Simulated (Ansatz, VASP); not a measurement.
# Pb in VASP and in Ansatz

File INCAR:

```
SYSTEM = Pb
PREC = Accurate ; ENCUT = 500
EDIFF = 1E-6 ; ISMEAR = -4
SIGMA = 0.1 ; LREAL = .False.
LASPH = .True. ; NELM = 120
ALGO = Normal ; ISIF = 2
LWAVE = .False. ; LCHARG = .False.
GGA = PE ; NBANDS = 21
GGA_COMPAT = .False.
```

Contents of KPOINTS:

```
regular mesh
0
Gamma
  6 6 4
  0 0 0
```

File POSCAR:

```
Pb
1.0
    3.0386068135     -1.7503199600      0.0000000000
    3.0386068135      1.7503199600      0.0000000000
   -2.1154626375      0.0000000000      6.0952248674
Pb
2
Direct
    0.0914915900      0.0914915900      0.2737078000
    0.9085084100      0.9085084100      0.7262922000
```

Input for Ansatz:

```yaml
crystal:
  lattice:
    - [3.0386068135, -1.75031996, 0.0]
    - [3.0386068135, 1.75031996, 0.0]
    - [-2.1154626375, 0.0, 6.0952248674]
  atoms:
    - { symbol: Pb, position: [0.09149159, 0.09149159, 0.2737078] }
    - { symbol: Pb, position: [0.90850841, 0.90850841, 0.7262922] }
basis:
  ecutwfc: 420
kpoints:
  mp_grid: { grid: [6, 6, 4] }
hamiltonian:
  xc: pbe
scf:
  occupations: { method: tetrahedron_uncorrected }
output:
  forces: true
  stress: true
  eigenvalues: true
```

Alike in both runs: task single point; functional PBE; k mesh 6 × 6 × 4; no spin polarisation.

```csv
,VASP,Ansatz
version,VASP 6.6.1,Ansatz 0.2.0
potentials or method,"VASP PAW PBE potentials, release 64 (Pb_d), cutoff 500 eV","scalar-relativistic, plane waves, PAW"
occupations,tetrahedron,tetrahedron-uncorrected
valence electrons in the cell,28,28
```

Ansatz gave:

* gap on the k mesh at the Fermi level (eV): none
* pressure (GPa): 2.0
* traceless stress, the component that is largest in VASP (GPa): 0.90
* rms of the force components (eV/Å): 0.019

Question: Which values does VASP return?

Answer: gap on the k mesh at the Fermi level (eV): none; pressure (GPa): 1.9; traceless stress, the component that is largest in VASP (GPa): 0.89; rms of the force components (eV/Å): 0.020.

Atom by atom the forces differ by 0.001 eV/Å (rms over components). A gap of «none» marks a metal or a gap that the smearing closes. Ansatz's warnings: band table not solved further.

Neither program's run includes spin-orbit coupling.
